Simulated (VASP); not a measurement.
Input of a VASP 6.6.1 run:

INCAR

```
PREC     = Accurate       # precision mode
ENCUT    = 600            # plane-wave cutoff, eV
EDIFF    = 1E-6           # SCF threshold, eV
ISMEAR   = 0              # smearing method
SIGMA    = 0.1            # smearing width, eV
LREAL    = False          # projectors in reciprocal space
LASPH    = True           # aspherical terms in the spheres
NELM     = 60             # most SCF steps
ALGO     = Fast           # electronic algorithm
ISIF     = 4              # what is computed and relaxed
LWAVE    = False          # write WAVECAR
LCHARG   = False          # write CHGCAR
GGA      = PE             # functional
IBRION   = 2              # ionic algorithm
NSW      = 50             # ionic steps
EDIFFG   = -0.01          # ionic threshold
```

Contents of KPOINTS:

```
Automatic mesh
0
Gamma
  15 15 15
```

File POSCAR:

```
Hg
1.0
    2.0605071249      1.1896343432      2.1148354687
   -2.0605071249      1.1896343432      2.1148354687
    0.0000000000     -2.3792686864      2.1148354687
Hg
1
Direct
    0.0000000000      0.0000000000      0.0000000000
```

Potentials or basis: VASP PAW PBE potentials, release 64 (Hg).

Command:

```sh
$ cat potpaw_PBE.64/Hg/POTCAR > POTCAR
$ mpirun -np 1 vasp_std > vasp.out
```

Question: What does it give for the band gap on the k mesh?

Answer: Zero (bands 6 and 7 overlap by 2.63 eV).

Final structure:
```
Hg
1.0
     2.06051    1.18963    2.11484
    -2.06051    1.18963    2.11484
     0.00000   -2.37927    2.11484
Hg
1
Direct
  0.00000 0.00000 0.00000
```

Caveat: spin-orbit coupling is left out, which moves the levels of the heavy elements.
